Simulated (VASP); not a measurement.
Ca: single point with PBE

Ca:

```
Ca
1.0
     0.00000    2.77545    2.77545
     2.77545    0.00000    2.77545
     2.77545    2.77545    0.00000
Ca
1
Direct
  0.00000 0.00000 0.00000
```

```yaml
Program: VASP 6.6.1
Task: single point
Functional: PBE
Potentials_or_basis: VASP PAW PBE potentials, release 64 (Ca_sv)
Cutoff: 520 eV
k_mesh: 8 × 8 × 8
Occupations: fermi-dirac, width 0.05 eV
Spin: no spin polarisation
Dipole_correction: no
Further_INCAR_settings: ALGO = Fast; EDIFF = 1e-07; NBANDS = 11
```

```json
{
 "Pressure": "-0.2 GPa",
 "Band gap on the k mesh": "zero (bands 5 and 6 overlap by 0.38 eV)"
}
```

Levels at points of the mesh, in eV from the Fermi level:
| k point | band 2 | band 3 | band 4 | band 5 | band 6 | band 7 | band 8 | band 9 |
| --- | --- | --- | --- | --- | --- | --- | --- | --- |
| (0.00, 0.00, 0.00) | -22.92 | -22.92 | -22.92 | -3.96 | 2.36 | 2.36 | 2.36 | 3.42 |
| (0.50, 0.00, 0.00) | -23.05 | -22.94 | -22.94 | -0.94 | -0.13 | 2.25 | 2.25 | 4.09 |
| (0.50, 0.50, 0.00) | -23.04 | -22.97 | -22.97 | -0.40 | 0.63 | 0.98 | 4.09 | 4.27 |

It took 48 s on 1 thread of AMD EPYC 7R13 (shared host), peak memory 0.14 GiB.
